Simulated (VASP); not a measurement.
# F (Cmce) in VASP: single point with PBE

Aim: the single point of F with PBE.

Program: VASP 6.6.1. These are calculated values, not measurements. Logs are shortened: lines on timing, memory, paths and dates and some standing lists are left out, and cuts for length are marked.

## (1) The cell of the first run

Symmetry: Cmce, No. 64, orthorhombic system. The conventional cell has a = 7.080 Å, b = 4.184 Å, c = 6.376 Å, α = 90.00°, β = 90.00°, γ = 90.00°. F (site symmetry m) has 1 F at 1.43 Å within 1.9 Å.

## (2) Single point, PBE

INCAR reads:

```
  ALGO = Normal
  EDIFF = 1E-6
  ENCUT = 1350
  GGA = PE
  GGA_COMPAT = F
  ISIF = 2
  ISMEAR = 0
  LASPH = T
  LCHARG = F
  LREAL = F
  LWAVE = F
  NBANDS = 22
  NELM = 120
  PREC = Accurate
  SIGMA = 0.01
```

KPOINTS reads:

```
k-points
0
Gamma
  4 4 2
```

POSCAR reads:

```
F
1.0
    3.5401180000     -2.0919010000      0.0000000000
    3.5401180000      2.0919010000      0.0000000000
    0.0000000000      0.0000000000      6.3757260000
F
4
Direct
    0.9125420000      0.0874580000      0.0960130000
    0.5874580000      0.4125420000      0.5960130000
    0.4125420000      0.5874580000      0.4039870000
    0.0874580000      0.9125420000      0.9039870000
```

Potentials or basis: VASP PAW PBE potentials, release 64 (F_h).

Command:

```bash
> cat potpaw_PBE.64/F_h/POTCAR > POTCAR
> mpirun -np 1 vasp_std > vasp.out
```

OUTCAR:

```text
EDIFF = 1E-6
   ENCUT = 1350
   GGA = PE
   ISIF = 2
   ISMEAR = 0
   LASPH = T
   LREAL = F
   NELM = 120
   PREC = Accurate

 ion  position               nearest neighbor table
   1  0.913  0.087  0.096-   4 1.43
   2  0.587  0.413  0.596-   3 1.43
   3  0.413  0.587  0.404-   2 1.43
   4  0.087  0.913  0.904-   1 1.43

  LATTYP: Found a base centered orthorhombic cell.
 ALAT       =     4.1838020000
 B/A-ratio  =     1.6922971020
 C/A-ratio  =     1.5239072021

  Lattice vectors:

 A1 = (  -3.5401180000,  -2.0919010000,   0.0000000000)
 A2 = (   3.5401180000,  -2.0919010000,   0.0000000000)
 A3 = (   0.0000000000,   0.0000000000,   6.3757260000)

Analysis of symmetry for initial positions (statically):
=====================================================================
 Subroutine PRICEL returns:
 Original cell was already a primitive cell.

 Routine SETGRP: Setting up the symmetry group for a
 base centered orthorhombic supercell.

 Subroutine GETGRP returns: Found  8 space group operations
 (whereof  4 operations were pure point group operations)
 out of a pool of  8 trial point group operations.

The static configuration has the point symmetry C_2h.
 The point group associated with its full space group is D_2h.

Analysis of symmetry for dynamics (positions and initial velocities):
=====================================================================
 Subroutine PRICEL returns:
 Original cell was already a primitive cell.

 Routine SETGRP: Setting up the symmetry group for a
 base centered orthorhombic supercell.

 Subroutine GETGRP returns: Found  8 space group operations
 (whereof  4 operations were pure point group operations)
 out of a pool of  8 trial point group operations.

The dynamic configuration has the point symmetry C_2h.
 The point group associated with its full space group is D_2h.

 Subroutine INISYM returns: Found  8 space group operations
 (whereof  4 operations are pure point group operations),
 and found     1 'primitive' translations

----------------------------------------------------------------------------------------

                                     Primitive cell

  volume of cell :      94.4319

  direct lattice vectors                    reciprocal lattice vectors
     3.540118000 -2.091901000  0.000000000     0.141238230 -0.239017047  0.000000000
     3.540118000  2.091901000  0.000000000     0.141238230  0.239017047  0.000000000
     0.000000000  0.000000000  6.375726000     0.000000000  0.000000000  0.156844883

  length of vectors
     4.111992856  4.111992856  6.375726000     0.277628144  0.277628144  0.156844883

  position of ions in fractional coordinates (direct lattice)
     0.912542000  0.087458000  0.096013000
     0.587458000  0.412542000  0.596013000
     0.412542000  0.587458000  0.403987000
     0.087458000  0.912542000  0.903987000

  ion indices of the primitive-cell ions
   primitive index   ion index
                 1           1
                 2           2
                 3           3
                 4           4

----------------------------------------------------------------------------------------

 KPOINTS: k-points

Automatic generation of k-mesh.
 Grid dimensions read from file:
 generate k-points for:    4    4    2

 Generating k-lattice:

  Cartesian coordinates                     Fractional coordinates (reciprocal lattice)
     0.035309557 -0.059754262  0.000000000     0.250000000 -0.000000000  0.000000000
     0.035309557  0.059754262  0.000000000    -0.000000000  0.250000000  0.000000000
     0.000000000  0.000000000  0.078422442     0.000000000  0.000000000  0.500000000

  Length of vectors
     0.069407036  0.069407036  0.078422442

  Shift w.r.t. Gamma in fractional coordinates (k-lattice)
     0.000000000  0.000000000  0.000000000

 Subroutine IBZKPT returns following result:
 ===========================================

 Found     14 irreducible k-points:

 Following reciprocal coordinates:
            Coordinates               Weight
  0.000000  0.000000  0.000000      1.000000
  0.250000 -0.000000  0.000000      4.000000
  0.500000 -0.000000  0.000000      2.000000
  0.250000  0.250000  0.000000      2.000000
  0.500000  0.250000  0.000000      4.000000
 -0.250000  0.250000  0.000000      2.000000
  0.500000  0.500000  0.000000      1.000000
  0.000000  0.000000  0.500000      1.000000
  0.250000 -0.000000  0.500000      4.000000
  0.500000 -0.000000  0.500000      2.000000
  0.250000  0.250000  0.500000      2.000000
  0.500000  0.250000  0.500000      4.000000
 -0.250000  0.250000  0.500000      2.000000
  0.500000  0.500000  0.500000      1.000000
   k-points           NKPTS =     14   k-points in BZ     NKDIM =     14   number of bands    NBANDS=     22
   number of dos      NEDOS =    301   number of ions     NIONS =      4
   total plane-waves  NPLWV = 200000
   dimension x,y,z NGX =    50 NGY =   50 NGZ =   80
   dimension x,y,z NGXF=   100 NGYF=  100 NGZF=  160
   ions per type =               4
   NGX,Y,Z   is equivalent  to a cutoff of  20.21, 20.21, 20.86 a.u.
   NGXF,Y,Z  is equivalent  to a cutoff of  40.43, 40.43, 41.72 a.u.
 SYSTEM =  unknown system
   PREC   = accura    normal or accurate (medium, high low for compatibility)
   ISTART =      0    job   : 0-new  1-cont  2-samecut
   ICHARG =      2    charge: 1-file 2-atom 10-const
   ISPIN  =      1    spin polarized calculation?
   LNONCOLLINEAR =      F non collinear calculations
   LSORBIT =      F    spin-orbit coupling
   LASPH  =      T    aspherical Exc in radial PAW
   ENCUT  = 1350.0 eV  99.22 Ry    9.96 a.u.  12.32 12.32 19.10*2*pi/ulx,y,z
   NELM   =    120;   NELMIN=  2; NELMDL= -5     # of ELM steps
   EDIFF  = 0.1E-05   stopping-criterion for ELM
   LREAL  =      F    real-space projection
   EDIFFG = 0.1E-04   stopping-criterion for IOM
   NSW    =      0    number of steps for IOM
   IBRION =     -1    ionic relax: 0-MD 1-quasi-New 2-CG
   NFREE  =      0    steps in history (QN), initial steepest desc. (CG)
   ISIF   =      2    stress and relaxation
   ISYM   =      2    0-nonsym 1-usesym 2-fastsym
   POTIM  = 0.5000    time-step for ionic-motion
   TEBEG  =    0.0;   TEEND  =   0.0 temperature during run
   PSTRESS=    0.0 pullay stress
   NELECT =      28.0000    total number of electrons
   NUPDOWN=      -1.0000    fix difference up-down
   EMIN   =  10.00;   EMAX   =-10.00  energy-range for DOS
   EFERMI =   0.00;   METHOD = LEGACY
   ISMEAR =     0;   SIGMA  =   0.01  broadening in eV -4-tet -1-fermi 0-gaus
   EFERMI_NEDOS =   21; number of points for ismear=-14 and -15
   IALGO  =     38    algorithm
   IMIX   =      4    mixing-type and parameters
     AMIX     =   0.40;   BMIX     =  1.00
     AMIX_MAG =   1.60;   BMIX_MAG =  1.00
  volume/ion in A,a.u.               =      23.61       159.31
  Fermi-wavevector in a.u.,A,eV,Ry     =   1.091662  2.062941 16.214402  1.191725
  Thomas-Fermi vector in A             =   2.227911
   LORBIT       =      0    0 simple, 1 ext, 2 COOP (PROOUT), +10 PAW based schemes
   GGA     = PE    functional components
   LHFCALC =     F    Hartree Fock is set to
   AEXX    =    0.0000 exact exchange contribution
   IVDW    =     0    specifies the selected vdW correction
   LEPSILON=     F    determine dielectric tensor
   LRPA    =     F    only Hartree local field effects (RPA)
 non-spin polarized calculation
 Gauss-broadening in eV      SIGMA  =   0.01
  energy-cutoff  :     1350.00
  volume of cell :       94.43
 maximum number of plane-waves:     10682
 NGX is ok and might be reduce to    50
   NGX = 25   NGY = 25   NGZ = 39

 number of electron      27.9999998 magnetization

 Free energy of the ion-electron system (eV)
  ---------------------------------------------------
  ext. energy  EPLUGINS =         0.00000000
  ---------------------------------------------------
  free energy    TOTEN  =        -7.45774501 eV

  energy without entropy =       -7.45774501  energy(sigma->0) =       -7.45774501

 E-fermi :  -6.2048     XC(G=0):  -6.0812

 val. band max:       -6.2938627356   @ k =   0.5000   0.5000   0.0000
 cond. band min:      -3.1360957474   @ k =   0.0000   0.0000   0.0000
 fundamental gap:      3.1577669882
 Fermi energy:        -6.2047547702

 k-point     1 :       0.0000    0.0000    0.0000
  band No.  band energies     occupation
      1     -30.8222      2.00000
      2     -30.7398      2.00000
      3     -24.8311      2.00000
      4     -24.6522      2.00000
      5     -12.4521      2.00000
      6     -12.1452      2.00000
[... 14 lines left out ...]
     21      11.7119      0.00000
     22      11.7747      0.00000

 k-point     2 :       0.2500   -0.0000    0.0000
  band No.  band energies     occupation
      1     -30.8061      2.00000
      2     -30.7478      2.00000
      3     -24.8074      2.00000
      4     -24.6811      2.00000
      5     -12.4200      2.00000
      6     -12.1983      2.00000
[... 14 lines left out ...]
     21      10.0064      0.00000
     22      10.6598      0.00000

 k-point     3 :       0.5000   -0.0000    0.0000
  band No.  band energies     occupation
      1     -30.7729      2.00000
      2     -30.7729      2.00000
      3     -24.7469      2.00000
      4     -24.7469      2.00000
      5     -12.3201      2.00000
      6     -12.3201      2.00000
[... 14 lines left out ...]
     21       8.0507      0.00000
     22       8.0507      0.00000
[... 226 lines left out ...]
 k-point    13 :      -0.2500    0.2500    0.5000
  band No.  band energies     occupation
      1     -30.7728      2.00000
      2     -30.7728      2.00000
      3     -24.7472      2.00000
      4     -24.7472      2.00000
      5     -12.2968      2.00000
      6     -12.2968      2.00000
[... 14 lines left out ...]
     21       9.0496      0.00000
     22       9.0496      0.00000

 k-point    14 :       0.5000    0.5000    0.5000
  band No.  band energies     occupation
      1     -30.7746      2.00000
      2     -30.7746      2.00000
      3     -24.7393      2.00000
      4     -24.7393      2.00000
      5     -12.3021      2.00000
      6     -12.3021      2.00000
[... 14 lines left out ...]
     21      10.5479      0.00000
     22      10.5479      0.00000

------------------------ aborting loop because EDIFF is reached ----------------------------------------

  FORCE on cell =-STRESS in cart. coord.  units (eV):
  Direction    XX          YY          ZZ          XY          YZ          ZX
  --------------------------------------------------------------------------------------
  -------------------------------------------------------------------------------------
  Total       -0.3091179     -0.5320436     -0.8029402      0.0000000      0.0000000      0.0000000
  in kB       -5.2446469     -9.0269131    -13.6230789      0.0000000      0.0000000      0.0000000
  external PRESSURE =      -9.2982129 kB  Pullay stress =       0.0000000 kB

 VOLUME and BASIS-vectors are now :
 -----------------------------------------------------------------------------
  energy-cutoff  :     1350.00
  volume of cell :       94.43
      direct lattice vectors                 reciprocal lattice vectors
     3.540118000 -2.091901000  0.000000000     0.141238230 -0.239017047  0.000000000
     3.540118000  2.091901000  0.000000000     0.141238230  0.239017047  0.000000000
     0.000000000  0.000000000  6.375726000     0.000000000  0.000000000  0.156844883

 POSITION                                       TOTAL-FORCE (eV/Angst)
 -----------------------------------------------------------------------------------
      3.54012     -1.72599      0.61215         0.000000     -0.150887     -0.269054
      3.54012     -0.36591      3.80002         0.000000      0.150887     -0.269054
      3.54012      0.36591      2.57571         0.000000     -0.150887      0.269054
      3.54012      1.72599      5.76357         0.000000      0.150887      0.269054
 -----------------------------------------------------------------------------------
    total drift:                                0.000000      0.000000     -0.000000

  FREE ENERGIE OF THE ION-ELECTRON SYSTEM (eV)
  ---------------------------------------------------
  free  energy   TOTEN  =        -7.4577450134 eV

  energy  without entropy=       -7.4577450134  energy(sigma->0) =       -7.45774501
```

It took 92 s on 1 thread of Intel Xeon Platinum 8488C (Sapphire Rapids), shared host; peak memory 0.49 GiB.

What came out:

```yaml
Free_energy: -7.4577 eV
Pressure: -0.9 GPa
Largest_force: 0.308 eV/Å
Band_gap_on_the_k_mesh: 3.16 eV
```

Forces on the atoms (eV/Å):
```
F    0.000 -0.151 -0.269
F    0.000  0.151 -0.269
F    0.000 -0.151  0.269
F    0.000  0.151  0.269
```

Stress tensor (GPa, compression positive):
```
-0.52  0.00  0.00
 0.00 -0.90  0.00
 0.00  0.00 -1.36
```

Caveat: the k points lie up to 0.49 Å⁻¹ apart. A k mesh can miss the band edges.
